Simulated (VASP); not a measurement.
Wanted: the native input for a VASP 6.6.1 run.

```
Task                   : single point
Functional             : PBE
Potentials or basis    : VASP PAW PBE potentials, release 64 (Ta_pv, S, Br)
Cutoff                 : 520 eV
k mesh                 : 4 × 4 × 4
Occupations            : gaussian, width 0.1 eV
Spin                   : no spin polarisation
Dipole correction      : no
Further INCAR settings : ALGO = Normal; EDIFF = 1e-06; NBANDS = 42
```

The structure of Ta3S4Br lies in POSCAR:

```
Ta3S4Br
1.0
    5.1550297457      0.0000000000      0.0000000000
    0.0000000000      5.1550297457      0.0000000000
    0.0000000000      0.0000000000      5.1550297457
Ta S Br
3 4 1
Direct
    0.0000000000      0.5000000000      0.5000000000
    0.5000000000      0.0000000000      0.5000000000
    0.5000000000      0.5000000000      0.0000000000
    0.5000000000      0.0000000000      0.0000000000
    0.5000000000      0.5000000000      0.5000000000
    0.0000000000      0.0000000000      0.5000000000
    0.0000000000      0.5000000000      0.0000000000
    0.0000000000      0.0000000000      0.0000000000
```

One way to write it, as run:

INCAR

```
PREC = Accurate ; ENCUT = 520
EDIFF = 1E-6 ; ISMEAR = 0
SIGMA = 0.1 ; LREAL = F
LASPH = T ; NELM = 80
ALGO = Normal ; ISIF = 2
LWAVE = F ; LCHARG = F
GGA = PE ; NBANDS = 42
```

KPOINTS

```
regular mesh
0
Gamma
  4 4 4
```

Potentials or basis: VASP PAW PBE potentials, release 64 (Ta_pv, S, Br).

Launch:

```console
$ cat potpaw_PBE.64/Ta_pv/POTCAR potpaw_PBE.64/S/POTCAR potpaw_PBE.64/Br/POTCAR > POTCAR
$ mpirun -np 1 vasp_std > vasp.out
```

Results of the run:

The pressure is 0.1 GPa and the band gap on the k mesh is zero (band 32 reaches 8.93 eV, above the bottom of band 33 at 7.19 eV).

Caveat: spin-orbit coupling is left out, which moves the levels of the heavy elements.

It took 53 s on 1 thread of Intel(R) Xeon(R) Platinum 8488C (Sapphire Rapids) (shared host), peak memory 0.26 GiB.
